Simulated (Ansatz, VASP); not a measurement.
**Two plane-wave programs on H**

File INCAR:

```
PREC = Accurate
ENCUT = 450
EDIFF = 1E-7
ISMEAR = 0
SIGMA = 0.01
LREAL = False
LASPH = True
NELM = 120
ALGO = Normal
ISIF = 2
LWAVE = False
LCHARG = False
GGA = PE
IBRION = 2
NSW = 80
EDIFFG = -0.002
GGA_COMPAT = False
NELMIN = 4
NELMDL = -8
```

Contents of KPOINTS:

```
regular mesh
0
Gamma
  1 1 1
```

POSCAR

```
H
1.0
   10.0000000000      0.0000000000      0.0000000000
    0.0000000000     10.3000000000      0.0000000000
    0.0000000000      0.0000000000     10.6000000000
H
2
Direct
    0.5000000000      0.4854368932      0.4363207547
    0.5000000000      0.4854368932      0.5070754717
```

Input for Ansatz:

```yaml
crystal:
  lattice:
    - [10.0, 0.0, 0.0]
    - [0.0, 10.3, 0.0]
    - [0.0, 0.0, 10.6]
  atoms:
    - { symbol: H, position: [0.5, 0.4854368932, 0.4363207547] }
    - { symbol: H, position: [0.5, 0.4854368932, 0.5070754717] }
scf:
  occupations: { method: gaussian, width: 0.01 }
output:
  forces: true
  stress: false
  eigenvalues: true
hamiltonian:
  xc: pbe
kpoints:
  mp_grid: { grid: [1, 1, 1] }
relax:
  f_tol: 0.002
  adjacent_minimum: "off"
```

Alike in both runs: task relaxation of the atoms; functional PBE; k mesh 1 × 1 × 1; occupations gaussian, width 0.01 eV; no spin polarisation.

|  | VASP | Ansatz |
| --- | --- | --- |
| version | VASP 6.6.1 | Ansatz 0.2.0 |
| potentials or method | VASP PAW PBE potentials, release 64 (H) | scalar-relativistic, plane waves, PAW |
| plane-wave cutoff (eV) | 450 | 420 |
| valence electrons in the cell | 2 | 2 |

|  | VASP | Ansatz | Ansatz less VASP |
| --- | --- | --- | --- |
| gap on the k mesh at the Fermi level, each at its own relaxed structure (eV) | 10.15 | 10.15 | -0.002 |
